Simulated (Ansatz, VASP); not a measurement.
# WC: VASP beside Ansatz

```
W C
1.0
    -0.00261    2.33402    2.33309
     2.33320    2.33190   -0.00052
    -2.39842    4.73011   -2.39371
W C
2 2
Direct
  0.99881 0.99922 0.00256
  0.49887 0.49924 0.50257
  0.37614 0.37576 0.87243
  0.87618 0.87578 0.37244
```

Change from the starting cell: cell x2, atoms moved at random (sigma 0.1 Å) and cell strained at random (1.5 %), then relaxed without symmetry.

Alike in both runs: functional PBE; k mesh 8 × 8 × 8; occupations gaussian, width 0.2 eV; no spin polarisation.

Ansatz relaxed the structure, and its values are those at the end. VASP's run is a single point on that final structure, the one shown.

|  | VASP | Ansatz |
| --- | --- | --- |
| version | VASP 6.6.1 | Ansatz 0.2.0 |
| potentials or method | VASP PAW PBE potentials, release 64 (W_sv, C), cutoff 520 eV | scalar-relativistic, plane waves, PAW |
| valence electrons in the cell | 36 | 36 |

Ansatz gave:

```
gap on the k mesh at the Fermi level (eV) : none
pressure (GPa)                            : 0.1
```

Question: Estimate VASP's values.

Answer: gap on the k mesh at the Fermi level (eV): none; pressure (GPa): 0.8.

A gap of «none» marks a metal or a gap that the smearing closes.

Neither program's run includes spin-orbit coupling.
